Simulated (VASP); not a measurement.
**WC (Qusongite): single point with LDA**

The system is WC (Qusongite).

```xyz
2
Lattice="2.8844 0.0000 0.0000 -1.4422 2.4979 0.0000 0.0000 0.0000 2.8120" Properties=species:S:1:pos:R:3 pbc="T T T"
W     0.0000    0.0000    0.0000
C     1.4422    0.8326    1.4060
```

```
Program                : VASP 6.6.1
Task                   : single point
Functional             : LDA
Potentials or basis    : VASP PAW LDA potentials, release 64 (W_sv, C)
Cutoff                 : 520 eV
k mesh                 : 11 × 11 × 10
Occupations            : methfessel-paxton, width 0.1 eV
Spin                   : no spin polarisation
Dipole correction      : no
Further INCAR settings : ALGO = Normal; EDIFF = 1e-06; NBANDS = 16
```

```
Pressure               : 2.7 GPa
Band gap on the k mesh : zero (band 9 reaches 11.97 eV, above the bottom of band 10 at 10.69 eV)
```

Stress tensor (GPa, compression positive):
```
2.56 0.00 0.00
0.00 2.56 0.00
0.00 0.00 3.01
```

Levels at points of the mesh, in eV from the Fermi level:
| k point | band 7 | band 8 | band 9 | band 10 | band 11 | band 12 |
| --- | --- | --- | --- | --- | --- | --- |
| (0.00, 0.00, 0.00) | -3.53 | -3.53 | 0.05 | 3.21 | 3.21 | 5.66 |
| (0.00, 0.00, 0.50) | -2.18 | -2.18 | -0.74 | -0.74 | 3.68 | 4.47 |

Wall time 38 s on 1 thread of Intel Xeon 6975P-C, on a shared host, peak memory 0.15 GiB.

Caveat: spin-orbit coupling is left out, which moves the levels of the heavy elements.
